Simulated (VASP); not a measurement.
# In3SbTe2 (P6/mmm) in VASP: a series of runs

In3SbTe2 is run at these levels: PBE; tasks: single point.

Program: VASP 6.6.1. These are calculated values, not measurements. Logs are shortened: lines on timing, memory, paths and dates and some standing lists are left out, and cuts for length are marked.

**1. The cell of the first run**

Symmetry: P6/mmm, No. 191, hexagonal system. The conventional cell has a = 7.185 Å, b = 7.185 Å, c = 4.520 Å, α = 90.00°, β = 90.00°, γ = 120.00°. Within 4.0 Å of In (site symmetry mmm) lie 4 Te at 3.07 Å and 4 In at 3.59 Å and 2 Sb at 3.59 Å. Within 4.8 Å of Sb (site symmetry 6/mmm) lie 6 In at 3.59 Å and 2 Sb at 4.52 Å and 12 Te at 4.72 Å. Within 4.2 Å of Te (site symmetry -6m2) lie 6 In at 3.07 Å and 3 Te at 4.15 Å.

The cell was built from a structure type or drawn by symmetry, and may not be a known phase.

**2. Single point, PBE**

Input file INCAR:

```
SYSTEM = In3SbTe2
PREC     = Accurate       ! precision mode
ENCUT    = 520            ! plane-wave cutoff, eV
EDIFF    = 1E-6           ! SCF threshold, eV
ISMEAR   = 0              ! smearing method
SIGMA    = 0.1            ! smearing width, eV
LREAL    = .False.        ! projectors in reciprocal space
LASPH    = .True.         ! aspherical terms in the spheres
NELM     = 100            ! most SCF steps
ALGO     = Normal         ! electronic algorithm
ISIF     = 2              ! what is computed and relaxed
LWAVE    = .False.        ! write WAVECAR
LCHARG   = .False.        ! write CHGCAR
GGA      = PE             ! functional
NBANDS   = 37             ! bands
```

Input file KPOINTS:

```
Automatic mesh
0
Gamma
  3 3 4
  0 0 0
```

Input file POSCAR:

```
In3SbTe2
1.0
    7.1850883859      0.0000000000      0.0000000000
   -3.5925441929      6.2224690706      0.0000000000
    0.0000000000      0.0000000000      4.5196123819
In Sb Te
3 1 2
Direct
    0.5000000000      0.0000000000      0.5000000000
    0.0000000000      0.5000000000      0.5000000000
    0.5000000000      0.5000000000      0.5000000000
    0.0000000000      0.0000000000      0.5000000000
    0.3333333333      0.6666666667      0.0000000000
    0.6666666667      0.3333333333      0.0000000000
```

Potentials or basis: VASP PAW PBE potentials, release 64 (In_d, Sb, Te).

On the command line:

```sh
$ cat potpaw_PBE.64/In_d/POTCAR potpaw_PBE.64/Sb/POTCAR potpaw_PBE.64/Te/POTCAR > POTCAR
$ mpirun -np 1 vasp_std > vasp.out
```

OUTCAR:

```text
SYSTEM = In3SbTe2
   PREC = Accurate
   ENCUT = 520
   EDIFF = 1E-6
   ISMEAR = 0
   LREAL = .False.
   LASPH = .True.
   NELM = 100
   ISIF = 2
   GGA = PE

 ion  position               nearest neighbor table
   1  0.500  0.000  0.500-   5 3.07   6 3.07   5 3.07   6 3.07   3 3.59   3 3.59   4 3.59   4 3.59
                             2 3.59   2 3.59
   2  0.000  0.500  0.500-   5 3.07   6 3.07   5 3.07   6 3.07   4 3.59   4 3.59   3 3.59   3 3.59
                             1 3.59   1 3.59
   3  0.500  0.500  0.500-   5 3.07   6 3.07   5 3.07   6 3.07   1 3.59   1 3.59   2 3.59   2 3.59
                             4 3.59   4 3.59
   4  0.000  0.000  0.500-   2 3.59   2 3.59   1 3.59   1 3.59   3 3.59   3 3.59
   5  0.333  0.667  0.000-   1 3.07   1 3.07   2 3.07   2 3.07   3 3.07   3 3.07
   6  0.667  0.333  0.000-   1 3.07   1 3.07   2 3.07   2 3.07   3 3.07   3 3.07

  LATTYP: Found a hexagonal cell.
 ALAT       =     7.1850883859
 C/A-ratio  =     0.6290266924

  Lattice vectors:

 A1 = (   7.1850883859,   0.0000000000,   0.0000000000)
 A2 = (  -3.5925441929,   6.2224690706,   0.0000000000)
 A3 = (   0.0000000000,   0.0000000000,   4.5196123819)

Analysis of symmetry for initial positions (statically):
=====================================================================
 Subroutine PRICEL returns:
 Original cell was already a primitive cell.

 Routine SETGRP: Setting up the symmetry group for a
 hexagonal supercell.

 Subroutine GETGRP returns: Found 24 space group operations
 (whereof 24 operations were pure point group operations)
 out of a pool of 24 trial point group operations.

The static configuration has the point symmetry D_6h.

Analysis of symmetry for dynamics (positions and initial velocities):
=====================================================================
 Subroutine PRICEL returns:
 Original cell was already a primitive cell.

 Routine SETGRP: Setting up the symmetry group for a
 hexagonal supercell.

 Subroutine GETGRP returns: Found 24 space group operations
 (whereof 24 operations were pure point group operations)
 out of a pool of 24 trial point group operations.

The dynamic configuration has the point symmetry D_6h.

 Subroutine INISYM returns: Found 24 space group operations
 (whereof 24 operations are pure point group operations),
 and found     1 'primitive' translations

----------------------------------------------------------------------------------------

                                     Primitive cell

  volume of cell :     202.0673

  direct lattice vectors                    reciprocal lattice vectors
     7.185088386  0.000000000  0.000000000     0.139177133  0.080353955  0.000000000
    -3.592544193  6.222469071  0.000000000     0.000000000  0.160707910  0.000000000
     0.000000000  0.000000000  4.519612382     0.000000000  0.000000000  0.221257912

  length of vectors
     7.185088386  7.185088386  4.519612382     0.160707910  0.160707910  0.221257912

  position of ions in fractional coordinates (direct lattice)
     0.500000000  0.000000000  0.500000000
     0.000000000  0.500000000  0.500000000
     0.500000000  0.500000000  0.500000000
     0.000000000  0.000000000  0.500000000
     0.333333333  0.666666667  0.000000000
     0.666666667  0.333333333  0.000000000

  ion indices of the primitive-cell ions
   primitive index   ion index
                 1           1
                 2           2
                 3           3
                 4           4
                 5           5
                 6           6

----------------------------------------------------------------------------------------

 KPOINTS: Automatic mesh

Automatic generation of k-mesh.
 Grid dimensions read from file:
 generate k-points for:    3    3    4

 Generating k-lattice:

  Cartesian coordinates                     Fractional coordinates (reciprocal lattice)
     0.046392378  0.026784652  0.000000000     0.333333333  0.000000000  0.000000000
     0.000000000  0.053569303  0.000000000     0.000000000  0.333333333  0.000000000
     0.000000000  0.000000000  0.055314478     0.000000000  0.000000000  0.250000000

  Length of vectors
     0.053569303  0.053569303  0.055314478

  Shift w.r.t. Gamma in fractional coordinates (k-lattice)
     0.000000000  0.000000000  0.000000000

 Subroutine IBZKPT returns following result:
 ===========================================

 Found      9 irreducible k-points:

 Following reciprocal coordinates:
            Coordinates               Weight
  0.000000  0.000000  0.000000      1.000000
  0.333333 -0.000000  0.000000      6.000000
  0.333333  0.333333  0.000000      2.000000
  0.000000  0.000000  0.250000      2.000000
  0.333333 -0.000000  0.250000     12.000000
  0.333333  0.333333  0.250000      4.000000
  0.000000  0.000000  0.500000      1.000000
  0.333333 -0.000000  0.500000      6.000000
  0.333333  0.333333  0.500000      2.000000
   k-points           NKPTS =      9   k-points in BZ     NKDIM =      9   number of bands    NBANDS=     37
   number of dos      NEDOS =    301   number of ions     NIONS =      6
   total plane-waves  NPLWV = 104976
   dimension x,y,z NGX =    54 NGY =   54 NGZ =   36
   dimension x,y,z NGXF=   108 NGYF=  108 NGZF=   72
   ions per type =               3   1   2
   NGX,Y,Z   is equivalent  to a cutoff of  12.49, 12.49, 13.24 a.u.
   NGXF,Y,Z  is equivalent  to a cutoff of  24.99, 24.99, 26.48 a.u.
 SYSTEM =  In3SbTe2
   PREC   = accura    normal or accurate (medium, high low for compatibility)
   ISTART =      0    job   : 0-new  1-cont  2-samecut
   ICHARG =      2    charge: 1-file 2-atom 10-const
   ISPIN  =      1    spin polarized calculation?
   LNONCOLLINEAR =      F non collinear calculations
   LSORBIT =      F    spin-orbit coupling
   LASPH  =      T    aspherical Exc in radial PAW
   ENCUT  =  520.0 eV  38.22 Ry    6.18 a.u.  13.36 13.36  8.40*2*pi/ulx,y,z
   NELM   =    100;   NELMIN=  2; NELMDL= -5     # of ELM steps
   EDIFF  = 0.1E-05   stopping-criterion for ELM
   LREAL  =      F    real-space projection
   EDIFFG = 0.1E-04   stopping-criterion for IOM
   NSW    =      0    number of steps for IOM
   IBRION =     -1    ionic relax: 0-MD 1-quasi-New 2-CG
   NFREE  =      0    steps in history (QN), initial steepest desc. (CG)
   ISIF   =      2    stress and relaxation
   ISYM   =      2    0-nonsym 1-usesym 2-fastsym
   POTIM  = 0.5000    time-step for ionic-motion
   TEBEG  =    0.0;   TEEND  =   0.0 temperature during run
   PSTRESS=    0.0 pullay stress
   NELECT =      56.0000    total number of electrons
   NUPDOWN=      -1.0000    fix difference up-down
   EMIN   =  10.00;   EMAX   =-10.00  energy-range for DOS
   EFERMI =   0.00;   METHOD = LEGACY
   ISMEAR =     0;   SIGMA  =   0.10  broadening in eV -4-tet -1-fermi 0-gaus
   EFERMI_NEDOS =   21; number of points for ismear=-14 and -15
   IALGO  =     38    algorithm
   IMIX   =      4    mixing-type and parameters
     AMIX     =   0.40;   BMIX     =  1.00
     AMIX_MAG =   1.60;   BMIX_MAG =  1.00
  volume/ion in A,a.u.               =      33.68       227.27
  Fermi-wavevector in a.u.,A,eV,Ry     =   1.067347  2.016993 15.500150  1.139229
  Thomas-Fermi vector in A             =   2.202960
   LORBIT       =      0    0 simple, 1 ext, 2 COOP (PROOUT), +10 PAW based schemes
   GGA     = PE    functional components
   LHFCALC =     F    Hartree Fock is set to
   AEXX    =    0.0000 exact exchange contribution
   IVDW    =     0    specifies the selected vdW correction
   LEPSILON=     F    determine dielectric tensor
   LRPA    =     F    only Hartree local field effects (RPA)
 non-spin polarized calculation
 Gauss-broadening in eV      SIGMA  =   0.10
  energy-cutoff  :      520.00
  volume of cell :      202.07
 maximum number of plane-waves:      5476
 NGX is ok and might be reduce to    54
   NGX = 27   NGY = 27   NGZ = 17

 number of electron      55.9999999 magnetization

 Free energy of the ion-electron system (eV)
  ---------------------------------------------------
  ext. energy  EPLUGINS =         0.00000000
  ---------------------------------------------------
  free energy    TOTEN  =       -17.56872835 eV

  energy without entropy =      -17.55295042  energy(sigma->0) =      -17.56083938

 E-fermi :   5.0908     XC(G=0):  -8.9805

 val. band max:        4.9561734243   @ k =   0.3333   0.3333   0.0000
 cond. band min:       5.1665512462   @ k =   0.3333  -0.0000   0.0000
 fundamental gap:      0.2103778218
 Fermi energy:         5.0908375452

 k-point     1 :       0.0000    0.0000    0.0000
  band No.  band energies     occupation
      1      -9.4478      2.00000
      2      -9.4045      2.00000
      3      -9.3594      2.00000
      4      -9.3594      2.00000
      5      -9.3441      2.00000
      6      -9.2891      2.00000
[... 29 lines left out ...]
     36      10.0509      0.00000
     37      10.0509      0.00000

 k-point     2 :       0.3333   -0.0000    0.0000
  band No.  band energies     occupation
      1      -9.4045      2.00000
      2      -9.3788      2.00000
      3      -9.3528      2.00000
      4      -9.3190      2.00000
      5      -9.3147      2.00000
      6      -9.3085      2.00000
[... 29 lines left out ...]
     36       9.5959      0.00000
     37       9.6710      0.00000

 k-point     3 :       0.3333    0.3333    0.0000
  band No.  band energies     occupation
      1      -9.3445      2.00000
      2      -9.3445      2.00000
      3      -9.3434      2.00000
      4      -9.3434      2.00000
      5      -9.3332      2.00000
      6      -9.3071      2.00000
[... 29 lines left out ...]
     36       9.0092      0.00000
     37       9.5692      0.00000
[... 161 lines left out ...]
 k-point     8 :       0.3333   -0.0000    0.5000
  band No.  band energies     occupation
      1      -9.5097      2.00000
      2      -9.3831      2.00000
      3      -9.3642      2.00000
      4      -9.3424      2.00000
      5      -9.3112      2.00000
      6      -9.3061      2.00000
[... 29 lines left out ...]
     36      10.1176      0.00000
     37      10.2228      0.00000

 k-point     9 :       0.3333    0.3333    0.5000
  band No.  band energies     occupation
      1      -9.4397      2.00000
      2      -9.4397      2.00000
      3      -9.3307      2.00000
      4      -9.3292      2.00000
      5      -9.3292      2.00000
      6      -9.2995      2.00000
[... 29 lines left out ...]
     36       9.4346      0.00000
     37       9.7020      0.00000

------------------------ aborting loop because EDIFF is reached ----------------------------------------

  FORCE on cell =-STRESS in cart. coord.  units (eV):
  Direction    XX          YY          ZZ          XY          YZ          ZX
  --------------------------------------------------------------------------------------
  -------------------------------------------------------------------------------------
  Total       -0.0474498     -0.0474498     -0.0482079     -0.0000000     -0.0000000      0.0000000
  in kB       -0.3762263     -0.3762263     -0.3822373     -0.0000000     -0.0000000      0.0000000
  external PRESSURE =      -0.3782299 kB  Pullay stress =       0.0000000 kB

 VOLUME and BASIS-vectors are now :
 -----------------------------------------------------------------------------
  energy-cutoff  :      520.00
  volume of cell :      202.07
      direct lattice vectors                 reciprocal lattice vectors
     7.185088386  0.000000000  0.000000000     0.139177133  0.080353955  0.000000000
    -3.592544193  6.222469071  0.000000000     0.000000000  0.160707910  0.000000000
     0.000000000  0.000000000  4.519612382     0.000000000  0.000000000  0.221257912

 POSITION                                       TOTAL-FORCE (eV/Angst)
 -----------------------------------------------------------------------------------
      3.59254      0.00000      2.25981        -0.000000     -0.000000      0.000000
     -1.79627      3.11123      2.25981        -0.000000     -0.000000      0.000000
      1.79627      3.11123      2.25981        -0.000000     -0.000000      0.000000
      0.00000      0.00000      2.25981        -0.000000     -0.000000      0.000000
     -0.00000      4.14831      0.00000         0.000000      0.000000      0.000000
      3.59254      2.07416      0.00000        -0.000000     -0.000000      0.000000
 -----------------------------------------------------------------------------------
    total drift:                                0.000000      0.000000      0.000000

  FREE ENERGIE OF THE ION-ELECTRON SYSTEM (eV)
  ---------------------------------------------------
  free  energy   TOTEN  =       -17.5687283516 eV

  energy  without entropy=      -17.5529504180  energy(sigma->0) =      -17.56083938
```

Run time: 2.7 min. Hardware: 1 thread of Intel Xeon 8259CL, shared host; peak memory 0.34 GiB.

Results:

| Quantity | Value |
| --- | --- |
| Free energy | -17.5687 eV |
| Pressure | 0.0 GPa |
| Band gap on the k mesh | zero (bands 28 and 29 overlap by 1.45 eV) |

Caveat: spin-orbit coupling is left out, which moves the levels of the heavy elements.

(Part 1 of 2 ends here.)
